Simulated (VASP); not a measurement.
# InAs (Fm-3m) in VASP: settings compared, part 2 of 2

VASP 6.6.1.

## 3. Single point, PBEsol

File INCAR:

```
SYSTEM = InAs
PREC = Accurate
ENCUT = 520
EDIFF = 1E-6
ISMEAR = -1
SIGMA = 0.05
LREAL = .False.
LASPH = .True.
NELM = 80
ALGO = Normal
ISIF = 2
LWAVE = .False.
LCHARG = .False.
GGA = PS
NBANDS = 16
```

File KPOINTS:

```
Automatic mesh
0
Gamma
  8 8 8
  0 0 0
```

File POSCAR:

```
InAs
1.0
    0.0000000000      2.8773040000      2.8773040000
    2.8773040000      0.0000000000      2.8773040000
    2.8773040000      2.8773040000      0.0000000000
In As
1 1
Direct
    0.5000000000      0.5000000000      0.5000000000
    0.0000000000      0.0000000000      0.0000000000
```

Potentials or basis: VASP PAW PBE potentials, release 64 (In_d, As).

Launch:

```sh
> cat potpaw_PBE.64/In_d/POTCAR potpaw_PBE.64/As/POTCAR > POTCAR
> mpirun -np 1 vasp_std > vasp.out
```

OUTCAR:

```text
SYSTEM = InAs
   PREC = Accurate
   ENCUT = 520
   EDIFF = 1E-6
   ISMEAR = -1
   LREAL = .False.
   LASPH = .True.
   NELM = 80
   ISIF = 2
   GGA = PS

 ion  position               nearest neighbor table
   1  0.500  0.500  0.500-   2 2.88   2 2.88   2 2.88   2 2.88   2 2.88   2 2.88
   2  0.000  0.000  0.000-   1 2.88   1 2.88   1 2.88   1 2.88   1 2.88   1 2.88

  LATTYP: Found a face centered cubic cell.
 ALAT       =     5.7546080000

  Lattice vectors:

 A1 = (   0.0000000000,   2.8773040000,   2.8773040000)
 A2 = (   2.8773040000,   0.0000000000,   2.8773040000)
 A3 = (   2.8773040000,   2.8773040000,   0.0000000000)

Analysis of symmetry for initial positions (statically):
=====================================================================
 Subroutine PRICEL returns:
 Original cell was already a primitive cell.

 Routine SETGRP: Setting up the symmetry group for a
 face centered cubic supercell.

 Subroutine GETGRP returns: Found 48 space group operations
 (whereof 48 operations were pure point group operations)
[... 156 lines left out ...]
  ---------------------------------------------------
  ext. energy  EPLUGINS =         0.00000000
  ---------------------------------------------------
  free energy    TOTEN  =        -8.18815072 eV

  energy without entropy =       -8.17746572  energy(sigma->0) =       -8.18280822

 E-fermi :   5.7781     XC(G=0): -10.2518

 val. band max:        5.7017246255   @ k =   0.2500   0.0000   0.0000
 cond. band min:       5.8207636577   @ k =  -0.3750   0.1250   0.0000
 fundamental gap:      0.1190390322
 Fermi energy:         5.7780540269

 k-point     1 :       0.0000    0.0000    0.0000
  band No.  band energies     occupation
      1      -8.4372      2.00000
      2      -8.4372      2.00000
      3      -8.4150      2.00000
      4      -8.4150      2.00000
      5      -8.4150      2.00000
      6      -6.3430      2.00000
[... 433 lines left out ...]
      3      -8.4049      2.00000
      4      -8.3819      2.00000
      5      -8.3526      2.00000
      6      -4.2619      2.00000
[... 8 lines left out ...]
     15      15.3831      0.00000
     16      18.5709      0.00000

 [... further k-points ...]
[... 5 lines left out ...]
  --------------------------------------------------------------------------------------
  -------------------------------------------------------------------------------------
  Total       -0.9300363     -0.9300363     -0.9300363      0.0000000      0.0000000     -0.0000000
  in kB      -31.2768677    -31.2768677    -31.2768677      0.0000000      0.0000000     -0.0000000
  external PRESSURE =     -31.2768677 kB  Pullay stress =       0.0000000 kB

 VOLUME and BASIS-vectors are now :
 -----------------------------------------------------------------------------
  energy-cutoff  :      520.00
  volume of cell :       47.64
      direct lattice vectors                 reciprocal lattice vectors
     0.000000000  2.877304000  2.877304000    -0.173773783  0.173773783  0.173773783
     2.877304000  0.000000000  2.877304000     0.173773783 -0.173773783  0.173773783
     2.877304000  2.877304000  0.000000000     0.173773783  0.173773783 -0.173773783

 POSITION                                       TOTAL-FORCE (eV/Angst)
 -----------------------------------------------------------------------------------
      2.87730      2.87730      2.87730         0.000000     -0.000000     -0.000000
      0.00000      0.00000      0.00000         0.000000      0.000000      0.000000
 -----------------------------------------------------------------------------------
    total drift:                                0.000000      0.000000      0.000000

  FREE ENERGIE OF THE ION-ELECTRON SYSTEM (eV)
  ---------------------------------------------------
  free  energy   TOTEN  =        -8.1881507222 eV

  energy  without entropy=       -8.1774657199  energy(sigma->0) =       -8.18280822
```

OSZICAR:

```text
N       E                     dE             d eps       ncg     rms          rms(c)
DAV:   1     0.990224561962E+02    0.99022E+02   -0.88345E+03   936   0.131E+03
DAV:   2    -0.238494260559E+01   -0.10141E+03   -0.97278E+02  1008   0.291E+02
DAV:   3    -0.825742845620E+01   -0.58725E+01   -0.58206E+01  1232   0.656E+01
DAV:   4    -0.837320894360E+01   -0.11578E+00   -0.11569E+00  1128   0.100E+01
DAV:   5    -0.837735323815E+01   -0.41443E-02   -0.41442E-02  1288   0.169E+00    0.357E+00
DAV:   6    -0.819645964445E+01    0.18089E+00   -0.32422E-01  1320   0.102E+01    0.187E+00
DAV:   7    -0.818968290534E+01    0.67767E-02   -0.35033E-02  1272   0.178E+00    0.671E-01
DAV:   8    -0.818818575410E+01    0.14972E-02   -0.21847E-03  1104   0.492E-01    0.132E-01
DAV:   9    -0.818815140869E+01    0.34345E-04   -0.19486E-04  1376   0.125E-01    0.745E-02
DAV:  10    -0.818815072216E+01    0.68653E-06   -0.86840E-06  1160   0.254E-02
   1 F= -.81881507E+01 E0= -.81828082E+01  d E =-.106850E-01
```

It took 9.3 s on 1 thread of Intel Xeon 6975P-C (Granite Rapids), shared host; peak memory 0.17 GiB.

What came out:

| Quantity | Value |
| --- | --- |
| Free energy | -8.1882 eV |
| Pressure | -3.1 GPa |
| Band gap on the k mesh | zero (band 9 reaches 6.13 eV, above the bottom of band 10 at 3.54 eV) |

Caveat: the PAW data sets were made with another functional, which shifts forces and pressure a little; spin-orbit coupling is left out, which moves the levels of the heavy elements.

## 4. Single point, PBE

File INCAR:

```
SYSTEM = InAs
PREC     = Accurate       ! precision mode
ENCUT    = 520            ! plane-wave cutoff, eV
EDIFF    = 1E-7           ! SCF threshold, eV
ISMEAR   = -1             ! smearing method
SIGMA    = 0.03           ! smearing width, eV
LREAL    = .False.        ! projectors in reciprocal space
LASPH    = .True.         ! aspherical terms in the spheres
NELM     = 80             ! most SCF steps
ALGO     = Normal         ! electronic algorithm
ISIF     = 2              ! what is computed and relaxed
LWAVE    = .False.        ! write WAVECAR
LCHARG   = .False.        ! write CHGCAR
GGA      = PE             ! functional
NBANDS   = 16             ! bands
```

File KPOINTS:

```
regular mesh
0
Gamma
  3 3 3
  0 0 0
```

POSCAR is that of step 3.

Launch:

```sh
> cat potpaw_PBE.64/In_d/POTCAR potpaw_PBE.64/As/POTCAR > POTCAR
> mpirun -np 1 vasp_std > vasp.out
```

Wall time 5.1 s (1 thread of Intel Xeon Platinum 8488C (Sapphire Rapids), shared host); peak memory 0.15 GiB.

The run converged. Its results:

```
Free energy            : -6.7306 eV
Pressure               : 2.9 GPa
Band gap on the k mesh : zero (band 9 reaches 6.02 eV, above the bottom of band 10 at 4.85 eV)
```

Levels at points of the mesh, in eV from the Fermi level:
| k point | band 5 | band 6 | band 7 | band 8 | band 9 | band 10 | band 11 | band 12 | band 13 | band 14 |
| --- | --- | --- | --- | --- | --- | --- | --- | --- | --- | --- |
| (0.00, 0.00, 0.00) | -14.36 | -12.13 | -0.70 | -0.24 | -0.24 | -0.24 | 7.10 | 7.10 | 7.10 | 7.41 |

Caveat: the k points lie up to 0.63 Å⁻¹ apart; spin-orbit coupling is left out, which moves the levels of the heavy elements.

## 5. Single point, RPBE

File INCAR:

```
ALGO = Normal
EDIFF = 1E-6
ENCUT = 520
GGA = RP
ISIF = 2
ISMEAR = -1
LASPH = T
LCHARG = T
LELF = T
LREAL = F
LVHAR = T
LWAVE = F
NBANDS = 16
NELM = 80
PREC = Accurate
SIGMA = 0.05
```

File KPOINTS:

```
k-points
0
Gamma
  8 8 8
```

POSCAR is that of step 4.

Launch:

```sh
> cat potpaw_PBE.64/In_d/POTCAR potpaw_PBE.64/As/POTCAR > POTCAR
> mpirun -np 1 vasp_std > vasp.out
```

Run time: 10 s. Hardware: 1 thread of Intel Xeon 6975P-C (Granite Rapids), shared host; peak memory 0.17 GiB.

Results (log left out):

| Item | Value |
| --- | --- |
| Free energy | -6.5649 eV |
| Pressure | 1.7 GPa |
| Band gap on the k mesh | zero (band 9 reaches 6.37 eV, above the bottom of band 10 at 3.81 eV) |

Levels at points of the mesh, in eV from the Fermi level:
| k point | band 5 | band 6 | band 7 | band 8 | band 9 | band 10 | band 11 | band 12 | band 13 | band 14 |
| --- | --- | --- | --- | --- | --- | --- | --- | --- | --- | --- |
| (0.00, 0.00, 0.00) | -14.36 | -12.09 | -0.58 | -0.22 | -0.22 | -0.22 | 7.14 | 7.14 | 7.14 | 7.54 |
| (0.50, 0.00, 0.00) | -14.30 | -10.43 | -6.49 | 0.15 | 0.15 | 2.16 | 3.29 | 3.29 | 4.44 | 10.67 |
| (0.50, 0.50, 0.00) | -14.28 | -9.56 | -4.70 | -2.87 | -2.24 | -2.24 | 3.87 | 9.23 | 9.23 | 10.06 |

Caveat: the PAW data sets were made with another functional, which shifts forces and pressure a little; spin-orbit coupling is left out, which moves the levels of the heavy elements.

## 6. Single point, revPBE

File INCAR:

```
  PREC = Accurate
  ENCUT = 520
  EDIFF = 1E-7
  ISMEAR = -1
  SIGMA = 0.05
  LREAL = False
  LASPH = True
  NELM = 100
  ALGO = Normal
  ISIF = 2
  LWAVE = False
  LCHARG = False
  GGA = RE
  NBANDS = 16
```

File KPOINTS:

```
Automatic mesh
0
Gamma
  8 8 8
```

POSCAR is that of step 5.

Potentials or basis: VASP PAW PBE potentials, release 64 (In_d, As).

Launch:

```sh
> cat potpaw_PBE.64/In_d/POTCAR potpaw_PBE.64/As/POTCAR > POTCAR
> mpirun -np 1 vasp_std > vasp.out
```

OUTCAR:

```text
PREC = Accurate
   ENCUT = 520
   EDIFF = 1E-7
   ISMEAR = -1
   LREAL = False
   LASPH = True
   NELM = 100
   ISIF = 2
   GGA = RE

 ion  position               nearest neighbor table
   1  0.500  0.500  0.500-   2 2.88   2 2.88   2 2.88   2 2.88   2 2.88   2 2.88
   2  0.000  0.000  0.000-   1 2.88   1 2.88   1 2.88   1 2.88   1 2.88   1 2.88

  LATTYP: Found a face centered cubic cell.
 ALAT       =     5.7546080000

  Lattice vectors:

 A1 = (   0.0000000000,   2.8773040000,   2.8773040000)
 A2 = (   2.8773040000,   0.0000000000,   2.8773040000)
 A3 = (   2.8773040000,   2.8773040000,   0.0000000000)

Analysis of symmetry for initial positions (statically):
=====================================================================
 Subroutine PRICEL returns:
 Original cell was already a primitive cell.

 Routine SETGRP: Setting up the symmetry group for a
 face centered cubic supercell.

 Subroutine GETGRP returns: Found 48 space group operations
 (whereof 48 operations were pure point group operations)
 out of a pool of 48 trial point group operations.

The static configuration has the point symmetry O_h .

Analysis of symmetry for dynamics (positions and initial velocities):
[... 153 lines left out ...]
  ---------------------------------------------------
  free energy    TOTEN  =        -6.68512174 eV

  energy without entropy =       -6.67290362  energy(sigma->0) =       -6.67901268

 E-fermi :   6.0159     XC(G=0): -10.0315

 val. band max:        5.9573117621   @ k =   0.3750   0.2500   0.0000
 cond. band min:       6.0376649831   @ k =  -0.3750   0.1250   0.0000
 fundamental gap:      0.0803532210
 Fermi energy:         6.0158842509

 k-point     1 :       0.0000    0.0000    0.0000
  band No.  band energies     occupation
      1      -8.3410      2.00000
      2      -8.3410      2.00000
      3      -8.3222      2.00000
      4      -8.3222      2.00000
      5      -8.3222      2.00000
      6      -6.0792      2.00000
[... 433 lines left out ...]
      3      -8.3118      2.00000
      4      -8.2898      2.00000
      5      -8.2617      2.00000
      6      -4.0153      2.00000
[... 8 lines left out ...]
     15      15.6686      0.00000
     16      18.8071      0.00000

 [... further k-points ...]
[... 5 lines left out ...]
  --------------------------------------------------------------------------------------
  -------------------------------------------------------------------------------------
  Total        0.3761717      0.3761717      0.3761717      0.0000000      0.0000000     -0.0000000
  in kB       12.6505520     12.6505520     12.6505520      0.0000000      0.0000000     -0.0000000
  external PRESSURE =      12.6505520 kB  Pullay stress =       0.0000000 kB

 VOLUME and BASIS-vectors are now :
 -----------------------------------------------------------------------------
  energy-cutoff  :      520.00
  volume of cell :       47.64
      direct lattice vectors                 reciprocal lattice vectors
     0.000000000  2.877304000  2.877304000    -0.173773783  0.173773783  0.173773783
     2.877304000  0.000000000  2.877304000     0.173773783 -0.173773783  0.173773783
     2.877304000  2.877304000  0.000000000     0.173773783  0.173773783 -0.173773783

 POSITION                                       TOTAL-FORCE (eV/Angst)
 -----------------------------------------------------------------------------------
      2.87730      2.87730      2.87730        -0.000000     -0.000000     -0.000000
      0.00000      0.00000      0.00000         0.000000      0.000000      0.000000
 -----------------------------------------------------------------------------------
    total drift:                                0.000000      0.000000      0.000000

  FREE ENERGIE OF THE ION-ELECTRON SYSTEM (eV)
  ---------------------------------------------------
  free  energy   TOTEN  =        -6.6851217430 eV

  energy  without entropy=       -6.6729036226  energy(sigma->0) =       -6.67901268
```

stdout:

```text
POSCAR found type information on POSCAR InAs
 POSCAR found :  2 types and       2 ions
 scaLAPACK will be used
 -----------------------------------------------------------------------------
|                                                                             |
|                                                                             |
|     You enforced a specific xc type in the INCAR file but a different       |
|     I HOPE YOU KNOW WHAT YOU ARE DOING!                                     |
|                                                                             |
 -----------------------------------------------------------------------------

 LDA part: xc-table for (Slater+PW92), standard interpolation
 POSCAR, INCAR and KPOINTS ok, starting setup
 FFT: planning ... GRIDC
 FFT: planning ... GRID_SOFT
 FFT: planning ... GRID
 WAVECAR not read
 entering main loop
```

It took 10 s on 1 thread of Intel Xeon 6975P-C (Granite Rapids), shared host; peak memory 0.18 GiB.

Results:

| Quantity | Value |
| --- | --- |
| Free energy | -6.6851 eV |
| Pressure | 1.3 GPa |
| Band gap on the k mesh | zero (band 9 reaches 6.34 eV, above the bottom of band 10 at 3.78 eV) |

Levels at points of the mesh, in eV from the Fermi level:
| k point | band 6 | band 7 | band 8 | band 9 | band 10 | band 11 | band 12 | band 13 |
| --- | --- | --- | --- | --- | --- | --- | --- | --- |
| (0.00, 0.00, 0.00) | -12.10 | -0.60 | -0.21 | -0.21 | -0.21 | 7.15 | 7.15 | 7.15 |
| (0.50, 0.00, 0.00) | -10.43 | -6.49 | 0.16 | 0.16 | 2.15 | 3.29 | 3.29 | 4.43 |
| (0.50, 0.50, 0.00) | -9.56 | -4.70 | -2.89 | -2.24 | -2.24 | 3.87 | 9.22 | 9.22 |

Caveat: the PAW data sets were made with another functional, which shifts forces and pressure a little; spin-orbit coupling is left out, which moves the levels of the heavy elements.

## 7. Summary

| level | potentials or basis | k mesh | smearing | gap on the mesh (eV) | pressure (GPa) |
| --- | --- | --- | --- | --- | --- |
| LDA | VASP PAW LDA potentials, release 64 (In_d, As) | 8 × 8 × 8 | fermi-dirac 0.05 eV | none | -4.8 |
| PBEsol | VASP PAW PBE potentials, release 64 (In_d, As) | 8 × 8 × 8 | fermi-dirac 0.05 eV | none | -3.1 |
| PBE | VASP PAW PBE potentials, release 64 (In_d, As) | 3 × 3 × 3 | fermi-dirac 0.03 eV | none | 2.9 |
| RPBE | VASP PAW PBE potentials, release 64 (In_d, As) | 8 × 8 × 8 | fermi-dirac 0.05 eV | none | 1.7 |
| revPBE | VASP PAW PBE potentials, release 64 (In_d, As) | 8 × 8 × 8 | fermi-dirac 0.05 eV | none | 1.3 |

Alike in all rows: task single point; no spin polarisation; cell as given; cutoff (eV) 520.

Caveats: some runs use coarse meshes; spin-orbit coupling is left out, which moves the levels of the heavy elements; the PAW data sets were made with another functional, which shifts forces and pressure a little (some runs).

Absolute energies hang on the potentials; compare differences alone.
